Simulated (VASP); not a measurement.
# ZnS in VASP: notebook

The runs below take ZnS through single point, relaxation of cell and atoms, with r2SCAN.

Program: VASP 6.6.1. These are calculated values, not measurements. Logs are shortened: lines on timing, memory, paths and dates and some standing lists are left out, and cuts for length are marked.

## 1. The cell of the first run

The structure is tetragonal, space group I-4m2 (No. 119). The conventional cell has a = 3.849 Å, b = 3.849 Å, c = 5.357 Å, α = 90.00°, β = 90.00°, γ = 90.00°. Zn (site symmetry -4m2) has 4 S at 2.34 Å within 3.1 Å. S (site symmetry -4m2) has 4 Zn at 2.34 Å within 3.1 Å.

## 2. Single point, r2SCAN (in-plane strain +0.01)

Input file POSCAR:

```
ZnS
1.0
    2.7214620793      2.7214620793      0.0000000000
   -2.7214620793      2.7214620793      0.0000000000
    0.0000000000      2.7214620793      2.6783498087
Zn S
1 1
Direct
    0.7500000000      0.2500000000      0.5000000000
    0.0000000000      0.0000000000      0.0000000000
```

Input file INCAR.step1:

```
  PREC = Accurate
  ENCUT = 520
  ISMEAR = 0
  SIGMA = 0.01
  LREAL = F
  LASPH = T
  NELM = 60
  NBANDS = 16
  GGA = PE
  ALGO = Normal
  EDIFF = 1E-4
  LWAVE = T
  LCHARG = F
```

Input file INCAR.step2:

```
  PREC = Accurate
  ENCUT = 520
  EDIFF = 1E-6
  ISMEAR = 0
  SIGMA = 0.01
  LREAL = F
  LASPH = T
  NELM = 60
  ALGO = Normal
  ISIF = 2
  LWAVE = F
  LCHARG = T
  METAGGA = R2SCAN
  LMIXTAU = T
  LELF = T
  LVHAR = T
  NBANDS = 16
  ISTART = 1
```

Input file KPOINTS:

```
regular mesh
0
Gamma
  8 8 8
```

Potentials or basis: VASP PAW PBE potentials, release 64 (Zn, S).

The run is started by

```console
> cat potpaw_PBE.64/Zn/POTCAR potpaw_PBE.64/S/POTCAR > POTCAR
> cp INCAR.step1 INCAR
> mpirun -np 1 vasp_std > vasp.out
> cp INCAR.step2 INCAR
> mpirun -np 1 vasp_std > vasp.out
```

OUTCAR:

```text
PREC = Accurate
   ENCUT = 520
   EDIFF = 1E-6
   ISMEAR = 0
   LREAL = F
   LASPH = T
   NELM = 60
   ISIF = 2
   METAGGA = R2SCAN
   ISTART = 1

 ion  position               nearest neighbor table
   1  0.750  0.250  0.500-   2 2.34   2 2.34   2 2.34   2 2.34
   2  0.000  0.000  0.000-   1 2.34   1 2.34   1 2.34   1 2.34

  LATTYP: Found a body centered tetragonal cell.
 ALAT       =     3.8487285820
 C/A-ratio  =     1.3918101792

  Lattice vectors:

 A1 = (   2.7214620793,   0.0000000000,  -2.6783498087)
 A2 = (  -2.7214620793,   0.0000000000,  -2.6783498087)
 A3 = (   0.0000000000,   2.7214620793,   2.6783498087)

Analysis of symmetry for initial positions (statically):
=====================================================================
 Subroutine PRICEL returns:
 Original cell was already a primitive cell.

 Routine SETGRP: Setting up the symmetry group for a
 body centered tetragonal supercell.

 Subroutine GETGRP returns: Found  8 space group operations
 (whereof  8 operations were pure point group operations)
 out of a pool of 16 trial point group operations.

The static configuration has the point symmetry D_2d.

Analysis of symmetry for dynamics (positions and initial velocities):
=====================================================================
 Subroutine PRICEL returns:
 Original cell was already a primitive cell.

 Routine SETGRP: Setting up the symmetry group for a
 body centered tetragonal supercell.

 Subroutine GETGRP returns: Found  8 space group operations
 (whereof  8 operations were pure point group operations)
 out of a pool of 16 trial point group operations.

The dynamic configuration has the point symmetry D_2d.

 Subroutine INISYM returns: Found  8 space group operations
 (whereof  8 operations are pure point group operations),
 and found     1 'primitive' translations

----------------------------------------------------------------------------------------

                                     Primitive cell

  volume of cell :      39.6736

  direct lattice vectors                    reciprocal lattice vectors
     2.721462079  2.721462079  0.000000000     0.183724772  0.183724772 -0.186682112
    -2.721462079  2.721462079  0.000000000    -0.183724772  0.183724772 -0.186682112
     0.000000000  2.721462079  2.678349809     0.000000000  0.000000000  0.373364225

  length of vectors
     3.848728582  3.848728582  3.818365298     0.319937173  0.319937173  0.373364225

  position of ions in fractional coordinates (direct lattice)
     0.750000000  0.250000000  0.500000000
     0.000000000  0.000000000  0.000000000

  ion indices of the primitive-cell ions
   primitive index   ion index
                 1           1
                 2           2

----------------------------------------------------------------------------------------

 KPOINTS: regular mesh

Automatic generation of k-mesh.
 Grid dimensions read from file:
 generate k-points for:    8    8    8

 Generating k-lattice:

  Cartesian coordinates                     Fractional coordinates (reciprocal lattice)
     0.022965596  0.022965596 -0.023335264     0.125000000  0.000000000  0.000000000
    -0.022965596  0.022965596 -0.023335264     0.000000000  0.125000000  0.000000000
     0.000000000  0.000000000  0.046670528     0.000000000  0.000000000  0.125000000

  Length of vectors
     0.039992147  0.039992147  0.046670528

  Shift w.r.t. Gamma in fractional coordinates (k-lattice)
     0.000000000  0.000000000  0.000000000

 Subroutine IBZKPT returns following result:
 ===========================================

 Found     59 irreducible k-points:

 Following reciprocal coordinates:
            Coordinates               Weight
  0.000000  0.000000  0.000000      1.000000
  0.125000  0.000000  0.000000      8.000000
  0.250000  0.000000  0.000000      8.000000
  0.375000  0.000000  0.000000      8.000000
  0.500000  0.000000  0.000000      4.000000
  0.125000  0.125000  0.000000      8.000000
[... 16 lines left out ...]
  0.250000  0.000000  0.125000      4.000000
  0.375000  0.000000  0.125000      8.000000
 [... further k-points ...]
   k-points           NKPTS =     59   k-points in BZ     NKDIM =     59   number of bands    NBANDS=     16
   number of dos      NEDOS =    301   number of ions     NIONS =      2
   total plane-waves  NPLWV =  25200
   dimension x,y,z NGX =    30 NGY =   30 NGZ =   28
   dimension x,y,z NGXF=    60 NGYF=   60 NGZF=   56
   ions per type =               1   1
   NGX,Y,Z   is equivalent  to a cutoff of  12.96, 12.96, 12.19 a.u.
   NGXF,Y,Z  is equivalent  to a cutoff of  25.92, 25.92, 24.38 a.u.
 SYSTEM =  unknown system
   PREC   = accura    normal or accurate (medium, high low for compatibility)
   ISTART =      1    job   : 0-new  1-cont  2-samecut
   ICHARG =      0    charge: 1-file 2-atom 10-const
   ISPIN  =      1    spin polarized calculation?
   LNONCOLLINEAR =      F non collinear calculations
   LSORBIT =      F    spin-orbit coupling
   LASPH  =      T    aspherical Exc in radial PAW
   ENCUT  =  520.0 eV  38.22 Ry    6.18 a.u.   7.16  7.16  7.10*2*pi/ulx,y,z
   NELM   =     60;   NELMIN=  2; NELMDL=  0     # of ELM steps
   EDIFF  = 0.1E-05   stopping-criterion for ELM
   LREAL  =      F    real-space projection
   EDIFFG = 0.1E-04   stopping-criterion for IOM
   NSW    =      0    number of steps for IOM
   IBRION =     -1    ionic relax: 0-MD 1-quasi-New 2-CG
   NFREE  =      0    steps in history (QN), initial steepest desc. (CG)
   ISIF   =      2    stress and relaxation
   ISYM   =      2    0-nonsym 1-usesym 2-fastsym
   POTIM  = 0.5000    time-step for ionic-motion
   TEBEG  =    0.0;   TEEND  =   0.0 temperature during run
   PSTRESS=    0.0 pullay stress
   NELECT =      18.0000    total number of electrons
   NUPDOWN=      -1.0000    fix difference up-down
   EMIN   =  10.00;   EMAX   =-10.00  energy-range for DOS
   EFERMI =   0.00;   METHOD = LEGACY
   ISMEAR =     0;   SIGMA  =   0.01  broadening in eV -4-tet -1-fermi 0-gaus
   EFERMI_NEDOS =   21; number of points for ismear=-14 and -15
   IALGO  =     38    algorithm
   IMIX   =      4    mixing-type and parameters
     AMIX     =   0.40;   BMIX     =  1.00
     AMIX_MAG =   1.60;   BMIX_MAG =  1.00
  volume/ion in A,a.u.               =      19.84       133.87
  Fermi-wavevector in a.u.,A,eV,Ry     =   1.257955  2.377190 21.530544  1.582450
  Thomas-Fermi vector in A             =   2.391588
   LORBIT       =      0    0 simple, 1 ext, 2 COOP (PROOUT), +10 PAW based schemes
   METAGGA = R2SCAN    functional components
   LHFCALC =     F    Hartree Fock is set to
   AEXX    =    0.0000 exact exchange contribution
   IVDW    =     0    specifies the selected vdW correction
   LEPSILON=     F    determine dielectric tensor
   LRPA    =     F    only Hartree local field effects (RPA)
 non-spin polarized calculation
 Gauss-broadening in eV      SIGMA  =   0.01
  energy-cutoff  :      520.00
  volume of cell :       39.67
 maximum number of plane-waves:      1086
 NGX is ok and might be reduce to    30
   NGX = 15   NGY = 15   NGZ = 15

 number of electron      18.0000006 magnetization

 Free energy of the ion-electron system (eV)
  ---------------------------------------------------
  ext. energy  EPLUGINS =         0.00000000
  ---------------------------------------------------
  free energy    TOTEN  =       -18.86372794 eV

  energy without entropy =      -18.86372794  energy(sigma->0) =      -18.86372794

 E-fermi :   1.8687     XC(G=0): -10.2560

 val. band max:        1.8152472374   @ k =   0.0000   0.0000   0.0000
 cond. band min:       4.4263059125   @ k =   0.0000   0.0000   0.0000
 fundamental gap:      2.6110586751
 Fermi energy:         1.8686558996

 k-point     1 :       0.0000    0.0000    0.0000
  band No.  band energies     occupation
      1     -11.8558      2.00000
      2      -4.7010      2.00000
      3      -4.7009      2.00000
      4      -4.6917      2.00000
      5      -4.1617      2.00000
      6      -4.1579      2.00000
[... 8 lines left out ...]
     15      14.1777      0.00000
     16      14.3097      0.00000

 k-point     2 :       0.1250    0.0000    0.0000
  band No.  band energies     occupation
      1     -11.7376      2.00000
      2      -4.6945      2.00000
      3      -4.6795      2.00000
      4      -4.6717      2.00000
      5      -4.1628      2.00000
      6      -4.1599      2.00000
[... 8 lines left out ...]
     15      13.5631      0.00000
     16      15.0918      0.00000

 k-point     3 :       0.2500    0.0000    0.0000
  band No.  band energies     occupation
      1     -11.4293      2.00000
      2      -4.6392      2.00000
      3      -4.6320      2.00000
      4      -4.6212      2.00000
      5      -4.1584      2.00000
      6      -4.1580      2.00000
[... 8 lines left out ...]
     15      13.3063      0.00000
     16      14.5617      0.00000

 k-point     4 :       0.3750    0.0000    0.0000
  band No.  band energies     occupation
      1     -11.0805      2.00000
      2      -4.5936      2.00000
      3      -4.5820      2.00000
      4      -4.4059      2.00000
      5      -4.1443      2.00000
      6      -4.1399      2.00000
[... 8 lines left out ...]
     15      14.4604      0.00000
     16      14.4831      0.00000
[... 324 lines left out ...]
 k-point    22 :       0.0000    0.0000    0.1250
  band No.  band energies     occupation
      1     -11.6951      2.00000
      2      -4.7090      2.00000
      3      -4.6609      2.00000
      4      -4.6609      2.00000
      5      -4.1737      2.00000
      6      -4.1499      2.00000
[... 8 lines left out ...]
     15      14.1603      0.00000
     16      15.6719      0.00000

 k-point    23 :       0.2500    0.0000    0.1250
  band No.  band energies     occupation
      1     -11.5577      2.00000
      2      -4.6816      2.00000
      3      -4.6529      2.00000
      4      -4.6256      2.00000
      5      -4.1758      2.00000
      6      -4.1487      2.00000
[... 8 lines left out ...]
     15      13.6654      0.00000
     16      16.2626      0.00000

 k-point    24 :       0.3750    0.0000    0.1250
  band No.  band energies     occupation
      1     -11.2317      2.00000
      2      -4.6014      2.00000
      3      -4.5917      2.00000
      4      -4.5625      2.00000
      5      -4.1743      2.00000
      6      -4.1345      2.00000
[... 8 lines left out ...]
     15      14.7160      0.00000
     16      15.8604      0.00000

 [... further k-points ...]
[... 5 lines left out ...]
  --------------------------------------------------------------------------------------
  -------------------------------------------------------------------------------------
  Total       -0.3180756     -0.3180756     -0.1524071      0.0000000      0.0000000      0.0000000
  in kB      -12.8451481    -12.8451481     -6.1547981      0.0000000      0.0000000      0.0000000
  external PRESSURE =     -10.6150314 kB  Pullay stress =       0.0000000 kB

 VOLUME and BASIS-vectors are now :
 -----------------------------------------------------------------------------
  energy-cutoff  :      520.00
  volume of cell :       39.67
      direct lattice vectors                 reciprocal lattice vectors
     2.721462079  2.721462079  0.000000000     0.183724772  0.183724772 -0.186682112
    -2.721462079  2.721462079  0.000000000    -0.183724772  0.183724772 -0.186682112
     0.000000000  2.721462079  2.678349809     0.000000000  0.000000000  0.373364225

 POSITION                                       TOTAL-FORCE (eV/Angst)
 -----------------------------------------------------------------------------------
      1.36073      4.08219      1.33917         0.000000     -0.000000      0.000000
      0.00000      0.00000      0.00000        -0.000000      0.000000      0.000000
 -----------------------------------------------------------------------------------
    total drift:                                0.001030      0.000000      0.000000

  FREE ENERGIE OF THE ION-ELECTRON SYSTEM (eV)
  ---------------------------------------------------
  free  energy   TOTEN  =       -18.8637279422 eV

  energy  without entropy=      -18.8637279422  energy(sigma->0) =      -18.86372794
```

Run time: 81 s. Hardware: 1 thread of AMD EPYC 9R45 (Zen 5), shared host; peak memory 0.16 GiB.

Results:

```
Free energy            : -18.8637 eV
Pressure               : -1.1 GPa
Band gap on the k mesh : 2.61 eV, direct
```

Stress tensor (GPa, compression positive):
```
-1.28  0.00  0.00
 0.00 -1.28  0.00
 0.00  0.00 -0.62
```

Caveat: the cell differs from its parent crystal (in-plane strain +0.01); the PAW data sets were made with another functional, which shifts forces and pressure a little.

## 3. Single point, r2SCAN (in-plane strain +0.02)

Input file POSCAR:

```
ZnS
1.0
    2.7484072484      2.7484072484      0.0000000000
   -2.7484072484      2.7484072484      0.0000000000
    0.0000000000      2.7484072484      2.6621827073
Zn S
1 1
Direct
    0.7500000000      0.2500000000      0.5000000000
    0.0000000000      0.0000000000      0.0000000000
```

Input file INCAR.step1:

```
  ALGO = Normal
  EDIFF = 1E-4
  ENCUT = 520
  GGA = PE
  ISMEAR = 0
  LASPH = True
  LCHARG = False
  LREAL = False
  LWAVE = True
  NBANDS = 16
  NELM = 100
  PREC = Accurate
  SIGMA = 0.01
```

Input file INCAR.step2:

```
  ALGO = Normal
  EDIFF = 1E-6
  ENCUT = 520
  ISIF = 2
  ISMEAR = 0
  ISTART = 1
  LASPH = True
  LCHARG = False
  LMIXTAU = True
  LREAL = False
  LWAVE = False
  METAGGA = R2SCAN
  NBANDS = 16
  NELM = 100
  PREC = Accurate
  SIGMA = 0.01
```

Input file KPOINTS:

```
k-points
0
Gamma
  8 8 8
```

Potentials or basis: VASP PAW PBE potentials, release 64 (Zn, S).

The run is started by

```console
> cat potpaw_PBE.64/Zn/POTCAR potpaw_PBE.64/S/POTCAR > POTCAR
> cp INCAR.step1 INCAR
> mpirun -np 1 vasp_std > vasp.out
> cp INCAR.step2 INCAR
> mpirun -np 1 vasp_std > vasp.out
```

It took 84 s on 1 thread of AMD EPYC 9R45 (Zen 5), shared host; peak memory 0.16 GiB.

The run converged. Its results:

- Free energy: -18.8557 eV
- Pressure: -2.0 GPa
- Band gap on the k mesh: 2.51 eV, direct

Stress tensor (GPa, compression positive):
```
-2.47  0.00  0.00
 0.00 -2.47  0.00
 0.00  0.00 -1.18
```

Levels at points of the mesh, in eV from the valence-band top:
| k point | band 7 | band 8 | band 9 | band 10 | band 11 | band 12 |
| --- | --- | --- | --- | --- | --- | --- |
| (0.00, 0.00, 0.00) | -0.11 | -0.11 | 0.00 | 2.51 | 6.85 | 6.86 |
| (0.50, 0.00, 0.00) | -5.33 | -1.01 | -0.84 | 3.69 | 7.20 | 7.50 |
| (0.50, 0.50, 0.00) | -4.67 | -2.25 | -2.19 | 3.76 | 4.52 | 11.41 |
| (0.00, 0.00, 0.50) | -4.48 | -2.39 | -2.39 | 3.60 | 4.20 | 11.78 |

Caveat: the cell differs from its parent crystal (in-plane strain +0.02); the PAW data sets were made with another functional, which shifts forces and pressure a little.

## 4. Single point, r2SCAN

This run uses another cell than the first one, of 19.56 Å³/atom, 0.986 times its volume.

Input file POSCAR:

```
ZnS
1.0
    2.6945169102      2.6945169102      0.0000000000
   -2.6945169102      2.6945169102      0.0000000000
    0.0000000000      2.6945169102      2.6945169102
Zn S
1 1
Direct
    0.7500000000      0.2500000000      0.5000000000
    0.0000000000      0.0000000000      0.0000000000
```

Input file INCAR.step1:

```
PREC = Accurate
ENCUT = 520
ISMEAR = -1
SIGMA = 0.08
LREAL = F
LASPH = T
NELM = 100
NBANDS = 16
GGA = PE
ALGO = Normal
EDIFF = 1E-4
LWAVE = T
LCHARG = F
```

Input file INCAR.step2:

```
PREC = Accurate
ENCUT = 520
EDIFF = 1E-6
ISMEAR = -1
SIGMA = 0.08
LREAL = F
LASPH = T
NELM = 100
ALGO = Normal
ISIF = 2
LWAVE = F
LCHARG = F
METAGGA = R2SCAN
LMIXTAU = T
NBANDS = 16
ISTART = 1
```

Input file KPOINTS:

```
regular mesh
0
Gamma
  12 12 12
```

The run is started by

```console
> cat potpaw_PBE.64/Zn/POTCAR potpaw_PBE.64/S/POTCAR > POTCAR
> cp INCAR.step1 INCAR
> mpirun -np 1 vasp_std > vasp.out
> cp INCAR.step2 INCAR
> mpirun -np 1 vasp_std > vasp.out
```

It took 76 s on 1 thread of AMD EPYC 9R45 (Zen 5), shared host; peak memory 0.16 GiB.

It converged, with:

| Item | Value |
| --- | --- |
| Free energy | -18.8664 eV |
| Pressure | 0.0 GPa |
| Band gap on the k mesh | 2.71 eV, direct |

Levels at points of the mesh, in eV from the valence-band top:
```tsv
k point	band 7	band 8	band 9	band 10	band 11	band 12
(0.00, 0.00, 0.00)	0.00	0.00	0.00	2.71	6.90	6.90
(0.50, 0.00, 0.00)	-5.45	-0.90	-0.90	3.83	7.39	7.39
(0.50, 0.50, 0.00)	-4.65	-2.31	-2.31	3.71	4.48	11.83
```

Caveat: the PAW data sets were made with another functional, which shifts forces and pressure a little.

[end of part 1 of 2]
